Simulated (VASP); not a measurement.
# MnO (Fm-3m) in VASP: a series of runs, part 2 of 3

VASP 6.6.1. Earlier steps stand in the parts before.

**3. Electric field gradients, PBE, collinear spin, ferromagnetic start (volume scaled by 0.96)**

The input, INCAR:

```
PREC     = Accurate       # precision mode
ENCUT    = 520            # plane-wave cutoff, eV
EDIFF    = 1E-8           # SCF threshold, eV
ISMEAR   = -1             # smearing method
SIGMA    = 0.05           # smearing width, eV
LREAL    = False          # projectors in reciprocal space
LASPH    = True           # aspherical terms in the spheres
NELM     = 150            # most SCF steps
ALGO     = Normal         # electronic algorithm
ISIF     = 2              # what is computed and relaxed
LWAVE    = False          # write WAVECAR
LCHARG   = False          # write CHGCAR
ISPIN    = 2              # spin polarisation
MAGMOM   = 4 0            # initial moments
LORBIT   = 11             # projections on sites
LMAXMIX  = 4              # l up to which the mixer works
GGA      = PE             # functional
LEFG     = True         
NBANDS   = 20             # bands
```

The input, KPOINTS:

```
regular mesh
0
Gamma
  16 16 16
```

The input, POSCAR:

```
MnO
1.0
    0.0000000000      2.1919692917      2.1919692917
    2.1919692917      0.0000000000      2.1919692917
    2.1919692917      2.1919692917      0.0000000000
Mn O
1 1
Direct
    0.0000000000      0.0000000000      0.0000000000
    0.5000000000      0.5000000000      0.5000000000
```

Potentials or basis: VASP PAW PBE potentials, release 64 (Mn_pv, O).

Command:

```bash
cat potpaw_PBE.64/Mn_pv/POTCAR potpaw_PBE.64/O/POTCAR > POTCAR
mpirun -np 1 vasp_std > vasp.out
```

OUTCAR:

```text
PREC = Accurate
   ENCUT = 520
   EDIFF = 1E-8
   ISMEAR = -1
   LREAL = False
   LASPH = True
   NELM = 150
   ISIF = 2
   ISPIN = 2
   LORBIT = 11
   GGA = PE

 ion  position               nearest neighbor table
   1  0.000  0.000  0.000-   2 2.19   2 2.19   2 2.19   2 2.19   2 2.19   2 2.19
   2  0.500  0.500  0.500-   1 2.19   1 2.19   1 2.19   1 2.19   1 2.19   1 2.19

  LATTYP: Found a face centered cubic cell.
 ALAT       =     4.3839385834

  Lattice vectors:

 A1 = (   0.0000000000,   2.1919692917,   2.1919692917)
 A2 = (   2.1919692917,   0.0000000000,   2.1919692917)
 A3 = (   2.1919692917,   2.1919692917,   0.0000000000)

Analysis of symmetry for initial positions (statically):
=====================================================================
 Subroutine PRICEL returns:
 Original cell was already a primitive cell.

 Routine SETGRP: Setting up the symmetry group for a
 face centered cubic supercell.

 Subroutine GETGRP returns: Found 48 space group operations
 (whereof 48 operations were pure point group operations)
 out of a pool of 48 trial point group operations.

The static configuration has the point symmetry O_h .

Analysis of symmetry for dynamics (positions and initial velocities):
=====================================================================
 Subroutine PRICEL returns:
 Original cell was already a primitive cell.

 Routine SETGRP: Setting up the symmetry group for a
 face centered cubic supercell.

 Subroutine GETGRP returns: Found 48 space group operations
[... 1280 lines left out ...]

 [... further k-points ...]
[... 5 lines left out ...]
  --------------------------------------------------------------------------------------
  -------------------------------------------------------------------------------------
  Total        0.6135448      0.6135448      0.6135448     -0.0000000      0.0000000      0.0000000
  in kB       46.6684570     46.6684570     46.6684570     -0.0000000      0.0000000      0.0000000
  external PRESSURE =      46.6684570 kB  Pullay stress =       0.0000000 kB

 VOLUME and BASIS-vectors are now :
 -----------------------------------------------------------------------------
  energy-cutoff  :      520.00
  volume of cell :       21.06
      direct lattice vectors                 reciprocal lattice vectors
     0.000000000  2.191969292  2.191969292    -0.228105385  0.228105385  0.228105385
     2.191969292  0.000000000  2.191969292     0.228105385 -0.228105385  0.228105385
     2.191969292  2.191969292  0.000000000     0.228105385  0.228105385 -0.228105385

 POSITION                                       TOTAL-FORCE (eV/Angst)
 -----------------------------------------------------------------------------------
      0.00000      0.00000      0.00000         0.000000      0.000000      0.000000
      2.19197      2.19197      2.19197        -0.000000     -0.000000     -0.000000
 -----------------------------------------------------------------------------------
    total drift:                                0.000000     -0.000000     -0.000000

  FREE ENERGIE OF THE ION-ELECTRON SYSTEM (eV)
  ---------------------------------------------------
  free  energy   TOTEN  =       -16.3925798078 eV

  energy  without entropy=      -16.3847026083  energy(sigma->0) =      -16.38864121

 Electric field gradients (V/A^2)
---------------------------------------------------------------------
 ion       V_xx      V_yy      V_zz      V_xy      V_xz      V_yz
---------------------------------------------------------------------
   1      -0.000    -0.000     0.000     0.003     0.003     0.003
   2      -0.000     0.000    -0.000    -0.001    -0.001    -0.001
---------------------------------------------------------------------

 Electric field gradients after diagonalization (V/A^2)
 (convention: |V_zz| > |V_xx| > |V_yy|)
----------------------------------------------------------------------
 ion       V_xx      V_yy      V_zz     asymmetry (V_yy - V_xx)/ V_zz
----------------------------------------------------------------------
   1      -0.003    -0.003     0.006       0.000
   2       0.001     0.001    -0.002       0.000
----------------------------------------------------------------------

           NMR quadrupolar parameters

 Cq : quadrupolar parameter    Cq=e*Q*V_zz/h
 eta: asymmetry parameters     (V_yy - V_xx)/ V_zz
 Q  : nuclear electric quadrupole moment in mb (millibarn)
----------------------------------------------------------------------
 ion       Cq(MHz)       eta       Q (mb)
----------------------------------------------------------------------
   1       0.000       0.000       1.000
   2      -0.000       0.000       1.000
----------------------------------------------------------------------

 total charge

# of ion       s       p       d       tot
------------------------------------------
    1        0.209   6.190   5.002  11.401
    2        1.562   3.429   0.000   4.991
--------------------------------------------------
tot          1.771   9.618   5.002  16.391

 magnetization (x)

# of ion       s       p       d       tot
------------------------------------------
    1        0.034   0.026   4.173   4.233
    2        0.031   0.161   0.000   0.192
--------------------------------------------------
tot          0.065   0.187   4.173   4.426
```

OSZICAR:

```text
N       E                     dE             d eps       ncg     rms          rms(c)
DAV:   1     0.169870323713E+03    0.16987E+03   -0.10281E+04 11704   0.113E+03
DAV:   2    -0.103219140888E+02   -0.18019E+03   -0.16786E+03 11928   0.330E+02
DAV:   3    -0.186137550644E+02   -0.82918E+01   -0.82003E+01 13028   0.761E+01
DAV:   4    -0.186730528853E+02   -0.59298E-01   -0.59285E-01 13260   0.662E+00
DAV:   5    -0.186735595648E+02   -0.50668E-03   -0.50667E-03 12996   0.612E-01    0.143E+01
DAV:   6    -0.166831622980E+02    0.19904E+01   -0.91966E+00 15884   0.342E+01    0.132E+01
DAV:   7    -0.164046883792E+02    0.27847E+00   -0.11803E+00 13428   0.158E+01    0.805E+00
DAV:   8    -0.164029044188E+02    0.17840E-02   -0.10507E-01 12764   0.241E+00    0.476E+00
DAV:   9    -0.163900617871E+02    0.12843E-01   -0.29913E-02 12680   0.189E+00    0.108E+00
DAV:  10    -0.163921750644E+02   -0.21133E-02   -0.58010E-03 12576   0.892E-01    0.246E-01
DAV:  11    -0.163925349769E+02   -0.35991E-03   -0.78042E-04 13340   0.258E-01    0.766E-02
DAV:  12    -0.163925671308E+02   -0.32154E-04   -0.27907E-05 12796   0.593E-02    0.278E-02
DAV:  13    -0.163925743348E+02   -0.72040E-05   -0.45499E-06 13352   0.200E-02    0.288E-02
DAV:  14    -0.163925796992E+02   -0.53644E-05   -0.42730E-06 12800   0.163E-02    0.608E-03
DAV:  15    -0.163925798183E+02   -0.11907E-06   -0.14742E-07 13304   0.332E-03    0.219E-03
DAV:  16    -0.163925798046E+02    0.13651E-07   -0.34087E-08 13012   0.154E-03    0.136E-03
DAV:  17    -0.163925798078E+02   -0.31628E-08   -0.12878E-08 11784   0.111E-03
   1 F= -.16392580E+02 E0= -.16388641E+02  d E =-.787720E-02  mag=     4.6423
```

stdout:

```text
POSCAR found type information on POSCAR MnO
 POSCAR found :  2 types and       2 ions
 scaLAPACK will be used
 LDA part: xc-table for (Slater+PW92), standard interpolation
 POSCAR, INCAR and KPOINTS ok, starting setup
 FFT: planning ... GRIDC
 FFT: planning ... GRID_SOFT
 FFT: planning ... GRID
 WAVECAR not read
 entering main loop
ion   1

ion   2
```

Wall time 84 s (1 thread of AMD EPYC 9R45 (Zen 5), shared host); peak memory 0.19 GiB.

What came out:

| Quantity | Value |
| --- | --- |
| Free energy | -16.3926 eV |
| Pressure | 4.7 GPa |
| Net moment | 4.64 μB per cell |
| Site moments | Mn +4.23; O +0.19 μB |
| Valence electrons inside the program's atomic spheres | Mn 11.40; O 4.99 |

Levels at points of the mesh, in eV from the Fermi level:
Spin up:
```tsv
k point	band 8	band 9	band 10	band 11	band 12	band 13	band 14	band 15	band 16	band 17
(0.00, 0.00, 0.00)	-3.28	-3.28	-3.28	-2.72	-2.72	-0.36	14.08	16.66	16.66	16.66
(0.50, 0.00, 0.00)	-2.31	-2.31	-1.87	0.29	0.29	3.55	8.06	12.15	12.15	19.02
(0.50, 0.50, 0.00)	-4.37	-2.26	-2.02	-2.02	-1.85	5.31	8.01	10.63	14.08	14.08
```
Spin down:
```tsv
k point	band 5	band 6	band 7	band 8	band 9	band 10
(0.00, 0.00, 0.00)	-3.62	-3.62	-3.62	0.57	0.57	0.57
(0.50, 0.00, 0.00)	-7.78	-5.19	-5.19	1.84	1.88	1.88
(0.50, 0.50, 0.00)	-6.78	-4.63	-4.63	-1.10	1.87	2.14
```

Caveat: without QUAD_EFG the Cq values of the log hold for a quadrupole moment of 1 mb, not for the nuclei; a cell with one magnetic atom can't hold antiferromagnetic order, which such compounds often take; semilocal functionals often make such compounds metallic where correlation or magnetic order opens a gap, which also shifts bond lengths.

**4. Electric field gradients, PBE, collinear spin, ferromagnetic start (volume scaled by 1.04)**

The input, INCAR:

```
  PREC = Accurate
  ENCUT = 520
  EDIFF = 1E-8
  ISMEAR = -1
  SIGMA = 0.05
  LREAL = False
  LASPH = True
  NELM = 150
  ALGO = Normal
  ISIF = 2
  LWAVE = False
  LCHARG = False
  ISPIN = 2
  MAGMOM = 4 0
  LORBIT = 11
  LMAXMIX = 4
  GGA = PE
  LEFG = True
  NBANDS = 20
```

The input, KPOINTS:

```
Automatic mesh
0
Gamma
  16 16 16
```

The input, POSCAR:

```
MnO
1.0
    0.0000000000      2.2512401953      2.2512401953
    2.2512401953      0.0000000000      2.2512401953
    2.2512401953      2.2512401953      0.0000000000
Mn O
1 1
Direct
    0.0000000000      0.0000000000      0.0000000000
    0.5000000000      0.5000000000      0.5000000000
```

Potentials or basis: VASP PAW PBE potentials, release 64 (Mn_pv, O).

Command:

```bash
cat potpaw_PBE.64/Mn_pv/POTCAR potpaw_PBE.64/O/POTCAR > POTCAR
mpirun -np 1 vasp_std > vasp.out
```

OUTCAR:

```text
PREC = Accurate
   ENCUT = 520
   EDIFF = 1E-8
   ISMEAR = -1
   LREAL = False
   LASPH = True
   NELM = 150
   ISIF = 2
   ISPIN = 2
   LORBIT = 11
   GGA = PE

 ion  position               nearest neighbor table
   1  0.000  0.000  0.000-   2 2.25   2 2.25   2 2.25   2 2.25   2 2.25   2 2.25
   2  0.500  0.500  0.500-   1 2.25   1 2.25   1 2.25   1 2.25   1 2.25   1 2.25

  LATTYP: Found a face centered cubic cell.
 ALAT       =     4.5024803906

  Lattice vectors:

 A1 = (   0.0000000000,   2.2512401953,   2.2512401953)
 A2 = (   2.2512401953,   0.0000000000,   2.2512401953)
 A3 = (   2.2512401953,   2.2512401953,   0.0000000000)

Analysis of symmetry for initial positions (statically):
=====================================================================
 Subroutine PRICEL returns:
 Original cell was already a primitive cell.

 Routine SETGRP: Setting up the symmetry group for a
 face centered cubic supercell.

 Subroutine GETGRP returns: Found 48 space group operations
[... 1321 lines left out ...]
    total drift:                                0.000000     -0.000000     -0.000000

  FREE ENERGIE OF THE ION-ELECTRON SYSTEM (eV)
  ---------------------------------------------------
  free  energy   TOTEN  =       -16.3962108601 eV

  energy  without entropy=      -16.3891871161  energy(sigma->0) =      -16.39269899

 Electric field gradients (V/A^2)
---------------------------------------------------------------------
 ion       V_xx      V_yy      V_zz      V_xy      V_xz      V_yz
---------------------------------------------------------------------
   1       0.000     0.000     0.000     0.003     0.003     0.003
   2       0.000    -0.000     0.000     0.001     0.001     0.001
---------------------------------------------------------------------

 Electric field gradients after diagonalization (V/A^2)
 (convention: |V_zz| > |V_xx| > |V_yy|)
----------------------------------------------------------------------
 ion       V_xx      V_yy      V_zz     asymmetry (V_yy - V_xx)/ V_zz
----------------------------------------------------------------------
   1      -0.003    -0.003     0.005       0.000
   2      -0.001    -0.001     0.003       0.000
----------------------------------------------------------------------

           NMR quadrupolar parameters

 Cq : quadrupolar parameter    Cq=e*Q*V_zz/h
 eta: asymmetry parameters     (V_yy - V_xx)/ V_zz
 Q  : nuclear electric quadrupole moment in mb (millibarn)
----------------------------------------------------------------------
 ion       Cq(MHz)       eta       Q (mb)
----------------------------------------------------------------------
   1       0.000       0.000       1.000
   2       0.000       0.000       1.000
----------------------------------------------------------------------

 total charge

# of ion       s       p       d       tot
------------------------------------------
    1        0.197   6.164   4.954  11.316
    2        1.561   3.401   0.000   4.961
--------------------------------------------------
tot          1.758   9.565   4.954  16.277

 magnetization (x)

# of ion       s       p       d       tot
------------------------------------------
    1        0.035   0.025   4.332   4.392
    2        0.029   0.175   0.000   0.205
--------------------------------------------------
tot          0.064   0.200   4.332   4.597
```

stdout:

```text
POSCAR found type information on POSCAR MnO
 POSCAR found :  2 types and       2 ions
 scaLAPACK will be used
 LDA part: xc-table for (Slater+PW92), standard interpolation
 POSCAR, INCAR and KPOINTS ok, starting setup
 FFT: planning ... GRIDC
 FFT: planning ... GRID_SOFT
 FFT: planning ... GRID
 WAVECAR not read
 entering main loop
ion   1

ion   2
```

Wall time 2.5 min (1 thread of AMD EPYC 7R43 (Zen 3), shared host); peak memory 0.18 GiB.

What came out:

```
Free energy                                           : -16.3962 eV
Pressure                                              : -4.1 GPa
Net moment                                            : 4.85 μB per cell
Site moments                                          : Mn +4.39; O +0.20 μB
Valence electrons inside the program's atomic spheres : Mn 11.32; O 4.96
```

Caveat: without QUAD_EFG the Cq values of the log hold for a quadrupole moment of 1 mb, not for the nuclei; a cell with one magnetic atom can't hold antiferromagnetic order, which such compounds often take; semilocal functionals often make such compounds metallic where correlation or magnetic order opens a gap, which also shifts bond lengths.

(Continued in part 3 of 3.)
